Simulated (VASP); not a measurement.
# Be (Im-3m) in VASP: single point with PBEsol

Aim: the single point of Be with PBEsol.

Everything below comes from runs of VASP 6.6.1. Logs are shortened: lines on timing, memory, paths and dates and some standing lists are left out, and cuts for length are marked.

## (1) The cell of the first run

Symmetry: Im-3m, No. 229, cubic system. Conventional cell: a = 2.506 Å, b = 2.506 Å, c = 2.506 Å, α = 90.00°, β = 90.00°, γ = 90.00°. Be (site symmetry m-3m) has 14 Be at 2.17 to 2.51 Å within 2.9 Å.

## (2) Single point, PBEsol

The input, INCAR:

```
  PREC = Accurate
  ENCUT = 520
  EDIFF = 1E-6
  ISMEAR = 1
  SIGMA = 0.1
  LREAL = F
  LASPH = T
  NELM = 100
  ALGO = Normal
  ISIF = 2
  LWAVE = F
  LCHARG = F
  GGA = PS
  NBANDS = 7
```

The input, KPOINTS:

```
regular mesh
0
Gamma
  17 17 17
```

The input, POSCAR:

```
Be
1.0
   -1.2531210000      1.2531210000      1.2531210000
    1.2531210000     -1.2531210000      1.2531210000
    1.2531210000      1.2531210000     -1.2531210000
Be
1
Direct
    0.0000000000      0.0000000000      0.0000000000
```

Potentials or basis: VASP PAW PBE potentials, release 64 (Be).

Run with:

```
> cat potpaw_PBE.64/Be/POTCAR > POTCAR
> mpirun -np 1 vasp_std > vasp.out
```

OUTCAR:

```text
PREC = Accurate
   ENCUT = 520
   EDIFF = 1E-6
   ISMEAR = 1
   LREAL = F
   LASPH = T
   NELM = 100
   ISIF = 2
   GGA = PS

 ion  position               nearest neighbor table
   1  0.000  0.000  0.000-

  LATTYP: Found a body centered cubic cell.
 ALAT       =     2.5062420000

  Lattice vectors:

 A1 = (  -1.2531210000,   1.2531210000,   1.2531210000)
 A2 = (   1.2531210000,  -1.2531210000,   1.2531210000)
 A3 = (   1.2531210000,   1.2531210000,  -1.2531210000)

Analysis of symmetry for initial positions (statically):
=====================================================================
 Subroutine PRICEL returns:
 Original cell was already a primitive cell.

 Routine SETGRP: Setting up the symmetry group for a
 body centered cubic supercell.

 Subroutine GETGRP returns: Found 48 space group operations
 (whereof 48 operations were pure point group operations)
 out of a pool of 48 trial point group operations.

The static configuration has the point symmetry O_h .

Analysis of symmetry for dynamics (positions and initial velocities):
=====================================================================
 Subroutine PRICEL returns:
 Original cell was already a primitive cell.

 Routine SETGRP: Setting up the symmetry group for a
 body centered cubic supercell.

 Subroutine GETGRP returns: Found 48 space group operations
 (whereof 48 operations were pure point group operations)
 out of a pool of 48 trial point group operations.

The dynamic configuration has the point symmetry O_h .

 Subroutine INISYM returns: Found 48 space group operations
 (whereof 48 operations are pure point group operations),
 and found     1 'primitive' translations

----------------------------------------------------------------------------------------

                                     Primitive cell

  volume of cell :       7.8712

  direct lattice vectors                    reciprocal lattice vectors
    -1.253121000  1.253121000  1.253121000     0.000000000  0.399003767  0.399003767
     1.253121000 -1.253121000  1.253121000     0.399003767  0.000000000  0.399003767
     1.253121000  1.253121000 -1.253121000     0.399003767  0.399003767  0.000000000

  length of vectors
     2.170469240  2.170469240  2.170469240     0.564276539  0.564276539  0.564276539

  position of ions in fractional coordinates (direct lattice)
     0.000000000  0.000000000  0.000000000

  ion indices of the primitive-cell ions
   primitive index   ion index
                 1           1

----------------------------------------------------------------------------------------

 KPOINTS: regular mesh

Automatic generation of k-mesh.
 Grid dimensions read from file:
 generate k-points for:   17   17   17

 Generating k-lattice:

  Cartesian coordinates                     Fractional coordinates (reciprocal lattice)
     0.000000000  0.023470810  0.023470810     0.058823529  0.000000000  0.000000000
     0.023470810  0.000000000  0.023470810     0.000000000  0.058823529  0.000000000
     0.023470810  0.023470810  0.000000000     0.000000000  0.000000000  0.058823529

  Length of vectors
     0.033192738  0.033192738  0.033192738

  Shift w.r.t. Gamma in fractional coordinates (k-lattice)
     0.000000000  0.000000000  0.000000000

 Subroutine IBZKPT returns following result:
 ===========================================

 Found    165 irreducible k-points:

 Following reciprocal coordinates:
            Coordinates               Weight
  0.000000  0.000000  0.000000      1.000000
  0.058824  0.000000  0.000000     12.000000
  0.117647  0.000000  0.000000     12.000000
  0.176471  0.000000  0.000000     12.000000
  0.235294  0.000000  0.000000     12.000000
  0.294118  0.000000  0.000000     12.000000
[... 16 lines left out ...]
  0.411765  0.117647  0.000000     48.000000
  0.176471  0.176471  0.000000     24.000000
 [... further k-points ...]
   k-points           NKPTS =    165   k-points in BZ     NKDIM =    165   number of bands    NBANDS=      7
   number of dos      NEDOS =    301   number of ions     NIONS =      1
   total plane-waves  NPLWV =   4096
   dimension x,y,z NGX =    16 NGY =   16 NGZ =   16
   dimension x,y,z NGXF=    32 NGYF=   32 NGZF=   32
   ions per type =               1
   NGX,Y,Z   is equivalent  to a cutoff of  12.26, 12.26, 12.26 a.u.
   NGXF,Y,Z  is equivalent  to a cutoff of  24.51, 24.51, 24.51 a.u.
 SYSTEM =  unknown system
   PREC   = accura    normal or accurate (medium, high low for compatibility)
   ISTART =      0    job   : 0-new  1-cont  2-samecut
   ICHARG =      2    charge: 1-file 2-atom 10-const
   ISPIN  =      1    spin polarized calculation?
   LNONCOLLINEAR =      F non collinear calculations
   LSORBIT =      F    spin-orbit coupling
   LASPH  =      T    aspherical Exc in radial PAW
   ENCUT  =  520.0 eV  38.22 Ry    6.18 a.u.   4.04  4.04  4.04*2*pi/ulx,y,z
   NELM   =    100;   NELMIN=  2; NELMDL= -5     # of ELM steps
   EDIFF  = 0.1E-05   stopping-criterion for ELM
   LREAL  =      F    real-space projection
   EDIFFG = 0.1E-04   stopping-criterion for IOM
   NSW    =      0    number of steps for IOM
   IBRION =     -1    ionic relax: 0-MD 1-quasi-New 2-CG
   NFREE  =      0    steps in history (QN), initial steepest desc. (CG)
   ISIF   =      2    stress and relaxation
   ISYM   =      2    0-nonsym 1-usesym 2-fastsym
   POTIM  = 0.5000    time-step for ionic-motion
   TEBEG  =    0.0;   TEEND  =   0.0 temperature during run
   PSTRESS=    0.0 pullay stress
   NELECT =       2.0000    total number of electrons
   NUPDOWN=      -1.0000    fix difference up-down
   EMIN   =  10.00;   EMAX   =-10.00  energy-range for DOS
   EFERMI =   0.00;   METHOD = LEGACY
   ISMEAR =     1;   SIGMA  =   0.10  broadening in eV -4-tet -1-fermi 0-gaus
   EFERMI_NEDOS =   21; number of points for ismear=-14 and -15
   IALGO  =     38    algorithm
   IMIX   =      4    mixing-type and parameters
     AMIX     =   0.40;   BMIX     =  1.00
     AMIX_MAG =   1.60;   BMIX_MAG =  1.00
  volume/ion in A,a.u.               =       7.87        53.12
  Fermi-wavevector in a.u.,A,eV,Ry     =   1.036904  1.959464 14.628571  1.075170
  Thomas-Fermi vector in A             =   2.171317
   LORBIT       =      0    0 simple, 1 ext, 2 COOP (PROOUT), +10 PAW based schemes
   GGA     = PS    functional components
   LHFCALC =     F    Hartree Fock is set to
   AEXX    =    0.0000 exact exchange contribution
   IVDW    =     0    specifies the selected vdW correction
   LEPSILON=     F    determine dielectric tensor
   LRPA    =     F    only Hartree local field effects (RPA)
 non-spin polarized calculation
 Methfessel and Paxton  Order N= 1 SIGMA  =   0.10
  energy-cutoff  :      520.00
  volume of cell :        7.87
 maximum number of plane-waves:       236
   NGX =  7   NGY =  7   NGZ =  7

 number of electron       2.0000000 magnetization

 Free energy of the ion-electron system (eV)
  ---------------------------------------------------
  ext. energy  EPLUGINS =         0.00000000
  ---------------------------------------------------
  free energy    TOTEN  =        -3.89567177 eV

  energy without entropy =       -3.89564957  energy(sigma->0) =       -3.89566437

 E-fermi :   7.9692     XC(G=0): -10.6281

 val. band max:        7.9353547661   @ k =  -0.4118   0.4706   0.3529
 cond. band min:       7.9820021059   @ k =   0.3529   0.2353   0.0588
 fundamental gap:      0.0466473398
 Fermi energy:         7.9691617233

 k-point     1 :       0.0000    0.0000    0.0000
  band No.  band energies     occupation
      1      -4.3161      2.00000
      2      27.2594      0.00000
      3      27.2594      0.00000
      4      27.2594      0.00000
      5      38.6175      0.00000
      6      38.6175      0.00000
      7      38.6175      0.00000

 k-point     2 :       0.0588    0.0000    0.0000
  band No.  band energies     occupation
      1      -4.1950      2.00000
      2      26.6578      0.00000
      3      26.7722      0.00000
      4      27.1166      0.00000
      5      37.0194      0.00000
      6      37.2101      0.00000
      7      39.4242      0.00000

 k-point     3 :       0.1176    0.0000    0.0000
  band No.  band energies     occupation
      1      -3.8314      2.00000
      2      24.8197      0.00000
      3      25.6208      0.00000
      4      26.7034      0.00000
      5      34.8091      0.00000
      6      35.1200      0.00000
      7      39.0282      0.00000

 k-point     4 :       0.1765    0.0000    0.0000
  band No.  band energies     occupation
      1      -3.2255      2.00000
      2      22.0220      0.00000
      3      24.2719      0.00000
      4      26.0794      0.00000
      5      33.2149      0.00000
      6      33.6732      0.00000
      7      38.7885      0.00000

 k-point     5 :       0.2353    0.0000    0.0000
  band No.  band energies     occupation
      1      -2.3794      2.00000
      2      18.8444      0.00000
      3      22.9904      0.00000
      4      25.3517      0.00000
      5      31.5993      0.00000
      6      33.2906      0.00000
      7      39.1634      0.00000
[... 161 lines left out ...]
 k-point    22 :       0.3529    0.1176    0.0000
  band No.  band energies     occupation
      1       1.7740      2.00000
      2      10.3713      0.00000
      3      18.5806      0.00000
      4      21.8492      0.00000
      5      32.1947      0.00000
      6      34.5303      0.00000
      7      42.7395      0.00000

 k-point    23 :       0.4118    0.1176    0.0000
  band No.  band energies     occupation
      1       2.9564      2.00000
      2       8.6259     -0.00000
      3      18.3068      0.00000
      4      21.5946      0.00000
      5      31.9825      0.00000
      6      34.8934      0.00000
      7      43.9611      0.00000

 k-point    24 :       0.1765    0.1765    0.0000
  band No.  band energies     occupation
      1      -1.0425      2.00000
      2      16.8815      0.00000
      3      18.8670      0.00000
      4      22.9977      0.00000
      5      33.4319      0.00000
      6      34.2467      0.00000
      7      40.3927      0.00000

 [... further k-points ...]
[... 5 lines left out ...]
  --------------------------------------------------------------------------------------
  -------------------------------------------------------------------------------------
  Total       -0.0759928     -0.0759928     -0.0759928      0.0000000      0.0000000     -0.0000000
  in kB      -15.4683413    -15.4683413    -15.4683413      0.0000000      0.0000000     -0.0000000
  external PRESSURE =     -15.4683413 kB  Pullay stress =       0.0000000 kB

 VOLUME and BASIS-vectors are now :
 -----------------------------------------------------------------------------
  energy-cutoff  :      520.00
  volume of cell :        7.87
      direct lattice vectors                 reciprocal lattice vectors
    -1.253121000  1.253121000  1.253121000     0.000000000  0.399003767  0.399003767
     1.253121000 -1.253121000  1.253121000     0.399003767  0.000000000  0.399003767
     1.253121000  1.253121000 -1.253121000     0.399003767  0.399003767  0.000000000

 POSITION                                       TOTAL-FORCE (eV/Angst)
 -----------------------------------------------------------------------------------
      0.00000      0.00000      0.00000        -0.000000     -0.000000     -0.000000
 -----------------------------------------------------------------------------------
    total drift:                               -0.000000      0.000000     -0.000000

  FREE ENERGIE OF THE ION-ELECTRON SYSTEM (eV)
  ---------------------------------------------------
  free  energy   TOTEN  =        -3.8956717734 eV

  energy  without entropy=       -3.8956495650  energy(sigma->0) =       -3.89566437
```

Wall time 4.1 s (1 thread of Intel Xeon 6975P-C, shared host); peak memory 0.11 GiB.

What came out:

```yaml
Free_energy: -3.8957 eV
Pressure: -1.5 GPa
Band_gap_on_the_k_mesh: zero (band 1 reaches 11.13 eV, above the bottom of band 2 at 6.63 eV)
```

Caveat: the PAW data sets were made with another functional, which shifts forces and pressure a little.
